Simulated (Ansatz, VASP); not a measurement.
# AlN: VASP beside Ansatz

```xyz
4
Lattice="3.1138 0.0000 0.0000 -1.5569 2.6967 0.0000 0.0000 0.0000 5.0078" Properties=species:S:1:pos:R:3 pbc="T T T"
Al    0.0000    1.7978   -0.0026
Al    1.5569    0.8989    2.5013
N     0.0000    1.7978    1.9056
N     1.5569    0.8989    4.4094
```

Change from the starting cell: z stretched by +0.5 %, x and y held.

Alike in both runs: functional PBEsol; k mesh 8 × 8 × 6; no spin polarisation.

Ansatz relaxed the structure, and its values are those at the end. VASP's run is a single point on that final structure, the one shown.

|  | VASP | Ansatz |
| --- | --- | --- |
| version | VASP 6.6.1 | Ansatz 0.2.0 |
| potentials or method | VASP PAW PBE potentials, release 64 (Al, N), cutoff 520 eV | all-electron LAPW, scalar-relativistic |
| occupations | gaussian, width 0.01 eV | fixed |

|  | VASP | Ansatz | Ansatz less VASP |
| --- | --- | --- | --- |
| gap on the k mesh at the Fermi level (eV) | 4.09 | 4.09 | -0.006 |
| pressure (GPa) | -1.0 | -1.1 | -0.07 |

VASP's potentials were made for PBE, not for PBEsol. Ansatz ran all-electron here, and VASP with PAW potentials.
